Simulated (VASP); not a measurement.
A run of VASP 6.6.1:

Contents of INCAR:

```
PREC     = Accurate       # precision mode
ENCUT    = 520            # plane-wave cutoff, eV
EDIFF    = 1E-7           # SCF threshold, eV
ISMEAR   = 0              # smearing method
SIGMA    = 0.15           # smearing width, eV
LREAL    = Auto         
LASPH    = True           # aspherical terms in the spheres
NELM     = 80             # most SCF steps
ALGO     = Normal         # electronic algorithm
ISIF     = 2              # what is computed and relaxed
LWAVE    = False          # write WAVECAR
LCHARG   = True           # write CHGCAR
GGA      = PS             # functional
LELF     = True           # ELF
LVHAR    = True         
NBANDS   = 43             # bands
```

Contents of KPOINTS:

```
Automatic mesh
0
Gamma
  2 3 1
```

The input POSCAR:

```
Al16BH3
1.0
    8.1000000000      0.0000000000      0.0000000000
    0.0000000000      5.7275650000      0.0000000000
    0.0000000000      0.0000000000     17.2956740000
Al B H
16 1 3
Direct
    0.2500000000      0.2499999564      0.0578179260
    0.7500000000      0.2499999564      0.0578179260
    0.2500000000      0.7500000436      0.0578179260
    0.7500000000      0.7500000436      0.0578179260
    0.0078798765      0.0020939090      0.1312976875
    0.5005891358      0.0031320465      0.1294752665
    0.0053124691      0.4962838484      0.1299212740
    0.4990424691      0.4979948722      0.1234025341
    0.2751854321      0.2450584149      0.2277551022
    0.7614628395      0.2466985534      0.2121177816
    0.2553053086      0.7445043400      0.2108594901
    0.7680943210      0.7576109568      0.2126745682
    0.0118551852     -0.0015989343      0.2885148043
    0.5132313580     -0.0283029525      0.2885983512
    0.0096454321      0.4985783662      0.2863542641
    0.5260092593      0.5156875566      0.2756398508
    0.4080867901      0.2655180692      0.3514597928
    0.4726837037      0.6079176753      0.3639592768
    0.2936204938      0.2800373283      0.3955612831
    0.5365501235      0.1956993941      0.3839414411
```

Potentials or basis: VASP PAW PBE potentials, release 64 (Al, B, H).

Launch:

```bash
$ cat potpaw_PBE.64/Al/POTCAR potpaw_PBE.64/B/POTCAR potpaw_PBE.64/H/POTCAR > POTCAR
$ mpirun -np 1 vasp_std > vasp.out
```

Hardware: 1 thread of Intel Xeon 8259CL, with other jobs on the host.

How long does it take, and how much memory?

Run time: 10 min on 1 thread of Intel Xeon 8259CL, with other jobs on the host, peak memory 0.79 GiB. Counts: scf iterations 26, k points 4.
